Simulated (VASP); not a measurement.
Write the native input for VASP 6.6.1 that does the following.

| Item | Value |
| --- | --- |
| Task | single point |
| Functional | PBE |
| Potentials or basis | VASP PAW PBE potentials, release 64 (Na_pv) |
| Cutoff | 520 eV |
| k mesh | 14 × 14 × 14 |
| Occupations | fermi-dirac, width 0.1 eV |
| Spin | no spin polarisation |
| Dipole correction | no |
| Further INCAR settings | ALGO = Normal; EDIFF = 1e-06; NBANDS = 10 |

The structure of Na lies in POSCAR:

```
Na
1.0
   -2.0949122003      2.0949122003      2.0949122003
    2.0949122003     -2.0949122003      2.0949122003
    2.0949122003      2.0949122003     -2.0949122003
Na
1
Direct
    0.0000000000      0.0000000000      0.0000000000
```

One way to write it, as run:

INCAR

```
PREC = Accurate
ENCUT = 520
EDIFF = 1E-6
ISMEAR = -1
SIGMA = 0.1
LREAL = F
LASPH = T
NELM = 60
ALGO = Normal
ISIF = 2
LWAVE = F
LCHARG = F
GGA = PE
NBANDS = 10
```

KPOINTS

```
Automatic mesh
0
Gamma
  14 14 14
```

Potentials or basis: VASP PAW PBE potentials, release 64 (Na_pv).

Run with:

```bash
$ cat potpaw_PBE.64/Na_pv/POTCAR > POTCAR
$ mpirun -np 1 vasp_std > vasp.out
```

It gave:

```yaml
Pressure: 0.0 GPa
```

It took 26 s on 1 thread of AMD EPYC 7R13 Processor (Zen 3), with other jobs on the host, peak memory 0.13 GiB.
